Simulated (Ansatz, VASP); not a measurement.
CsLiCr2Te2S3: VASP beside Ansatz

```
Cs Li Cr Te S
1.0
     3.46665   -5.24886    0.00794
     3.46665    5.24886    0.00794
    -2.94233    0.00000    7.52872
Cs Li Cr Te S
1 1 2 2 3
Direct
  0.09374 0.09374 0.00853
  0.58875 0.58875 0.55336
  0.05646 0.46755 0.55790
  0.46755 0.05646 0.55790
  0.56486 0.87357 0.29035
  0.87357 0.56486 0.29035
  0.81151 0.39697 0.73347
  0.39697 0.81151 0.73347
  0.21404 0.21404 0.48371
```

Change from the starting cell: volume scaled by 1.04.

Alike in both runs: task single point; functional PBE; k mesh 4 × 4 × 3; occupations fermi-dirac, width 0.05 eV; collinear spin.

|  | VASP | Ansatz |
| --- | --- | --- |
| version | VASP 6.6.1 | Ansatz 0.2.0 |
| potentials or method | VASP PAW PBE potentials, release 64 (Cs_sv, Li_sv, Cr_pv, Te, S), cutoff 520 eV | all-electron LAPW, scalar-relativistic |

```csv
,VASP,Ansatz,Ansatz less VASP
gap on the k mesh at the Fermi level (eV),none,none,-
rms of the force components (eV/Å),0.117,0.119,+0.0015
net moment per atom (μB),0.45,0.45,0.000
size of the moment on the site where the two differ most (μB),2.37,2.33,-0.040
```

Site moments also hang on the region over which each program counts them. Atom by atom the forces differ by 0.003 eV/Å (rms over components). A gap of «none» marks a metal or a gap that the smearing closes. Ansatz ran all-electron here, and VASP with PAW potentials.

Neither program's run includes spin-orbit coupling. Noted on VASP's run: the cutoff is under 1.25 times that of the potentials, so the pressure is a little rough. Noted on Ansatz's run: the k mesh is thin for a metal, which can move the energy by tens of meV per atom.
